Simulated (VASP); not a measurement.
Ge, 4 atoms in the cell. The cell holds a slab with vacuum, 4 atoms: a = 4.023 Å, b = 4.023 Å, c = 18.869 Å, α = 90.00°, β = 90.00°, γ = 120.00°. 

| Property | Result |
| --- | --- |
| Program | VASP 6.6.1 |
| Task | single point |
| Functional | PBE |
| Dispersion | D3(BJ) |
| Potentials or basis | VASP PAW PBE potentials, release 64 (Ge_d) |
| Cutoff | 520 eV |
| k mesh | 9 × 9 × 1 |
| Occupations | gaussian, width 0.1 eV |
| Spin | no spin polarisation |
| Dipole correction | yes |
| Further INCAR settings | ALGO = Normal; EDIFF = 1e-07; NBANDS = 36 |

Potentials or basis: VASP PAW PBE potentials, release 64 (Ge_d).

Launch:

```bash
$ cat potpaw_PBE.64/Ge_d/POTCAR > POTCAR
$ mpirun -np 1 vasp_std > vasp.out
```

Hardware: 1 thread of AMD EPYC 9R45 (Zen 5), with other jobs on the host.

**Question.** Estimate the wall time of this run.

**Answer.** It took 2.8 min on 1 thread of AMD EPYC 9R45 (Zen 5) (shared host), peak memory 0.41 GiB. Counts: scf iterations 23, k points 25.
